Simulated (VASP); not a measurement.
A run of VASP 6.6.1 is set up as follows.

Contents of INCAR:

```
  ALGO = Normal
  EDIFF = 1E-6
  ENCUT = 520
  GGA = PS
  ISIF = 2
  ISMEAR = -1
  LASPH = T
  LCHARG = F
  LREAL = F
  LWAVE = F
  NBANDS = 12
  NELM = 100
  PREC = Accurate
  SIGMA = 0.08
```

Contents of KPOINTS:

```
k-points
0
Gamma
  11 11 11
```

The input POSCAR:

```
As
1.0
    0.0000000000      2.5313599391      2.5313599391
    2.5313599391      0.0000000000      2.5313599391
    2.5313599391      2.5313599391      0.0000000000
As
2
Direct
   -0.1250000000     -0.1250000000     -0.1250000000
    0.1250000000      0.1250000000      0.1250000000
```

Potentials or basis: VASP PAW PBE potentials, release 64 (As).

Launch:

```console
$ cat potpaw_PBE.64/As/POTCAR > POTCAR
$ mpirun -np 1 vasp_std > vasp.out
```

Task: Estimate the pressure.

Result: 72.1 GPa.

Task: What does it give for the band gap on the k mesh?

Result: Zero (band 5 reaches 10.08 eV, above the bottom of band 6 at 7.16 eV).

Caveat: the PAW data sets were made with another functional, which shifts forces and pressure a little.
